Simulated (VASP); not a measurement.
Wanted: the native input for a VASP 6.6.1 run.

| Property | Result |
| --- | --- |
| Task | single point |
| Functional | PBE |
| Dispersion | D3(BJ) |
| Potentials or basis | VASP PAW PBE potentials, release 64 (S, Pt) |
| Cutoff | 520 eV |
| k mesh | 9 × 9 × 1 |
| Occupations | gaussian, width 0.05 eV |
| Spin | no spin polarisation |
| Dipole correction | yes |
| Further INCAR settings | ALGO = Normal; EDIFF = 1e-07; NBANDS = 31 |

The structure of PtS2 lies in POSCAR:

```
PtS2
1.0
    3.5415278079      0.0000000000      0.0000000000
   -1.7707639039      3.0670530498      0.0000000000
    0.0000000000      0.0000000000     22.4670615492
S Pt
4 2
Direct
    0.6666666667      0.3333333333      0.2002932155
    0.3333333333      0.6666666667      0.3108341854
    0.5555555556      0.4444444444      0.4537100124
    0.8888888889      0.1111111111      0.5642509823
    0.0000000000      0.0000000000      0.2555637004
    1.2222222222      0.7777777778      0.5089804974
```

This cell differs from its parent crystal: layers slid over each other.

The input as run:

INCAR

```
PREC = Accurate
ENCUT = 520
EDIFF = 1E-7
ISMEAR = 0
SIGMA = 0.05
LREAL = False
LASPH = True
NELM = 60
ALGO = Normal
ISIF = 2
LWAVE = False
LCHARG = False
LDIPOL = True
IDIPOL = 3
DIPOL = 0.5 0.5 0.382
GGA = PE
IVDW = 12
NBANDS = 31
```

KPOINTS

```
Automatic mesh
0
Gamma
  9 9 1
```

Potentials or basis: VASP PAW PBE potentials, release 64 (S, Pt).

The run is started by

```console
$ cat potpaw_PBE.64/S/POTCAR potpaw_PBE.64/Pt/POTCAR > POTCAR
$ mpirun -np 1 vasp_std > vasp.out
```

It gave:

```json
{"Largest force": "0.095 eV/Å", "Band gap on the k mesh": "1.34 eV (least direct gap 1.48 eV)", "Dispersion energy per atom": "-0.322 eV"}
```

Caveat: the cell differs from its parent crystal (layers slid over each other); spin-orbit coupling is left out, which moves the levels of the heavy elements.

Wall time 6 min on 1 thread of Intel(R) Xeon(R) Platinum 8259CL CPU @ 2.50GHz (Skylake/Cascade Lake), with other jobs on the host, peak memory 0.44 GiB.
